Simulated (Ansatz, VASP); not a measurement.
# One calculation of Ti, two programs

```
CELL_PARAMETERS angstrom
2.87531 0.00000 0.00000
-1.43765 2.49009 0.00000
0.00000 0.00000 9.19993
ATOMIC_POSITIONS crystal
Ti 0.00000 0.00000 0.00000
Ti 0.00000 0.00000 0.50000
Ti 0.33333 0.66667 0.25000
Ti 0.66667 0.33333 0.75000
```

Alike in both runs: task single point; functional BLYP; k mesh 14 × 14 × 4; occupations fermi-dirac, width 0.1 eV; no spin polarisation.

|  | VASP | Ansatz |
| --- | --- | --- |
| version | VASP 6.6.1 | Ansatz 0.2.0 |
| potentials or method | VASP PAW PBE potentials, release 64 (Ti_sv), cutoff 520 eV | plane waves (420 eV) with PAW, scalar-relativistic |
| valence electrons in the cell | 48 | 48 |

Ansatz gave:

```
pressure (GPa)                                                : 10.0
traceless stress, the component that is largest in VASP (GPa) : 0.13
```

**Question.** What did VASP give for the same quantities?

**Answer.** Pressure (GPa): 9.8; traceless stress, the component that is largest in VASP (GPa): 0.16.

VASP's potentials were made for PBE, not for BLYP. With one functional, cell and mesh, what is left measures potentials, basis and numerics.
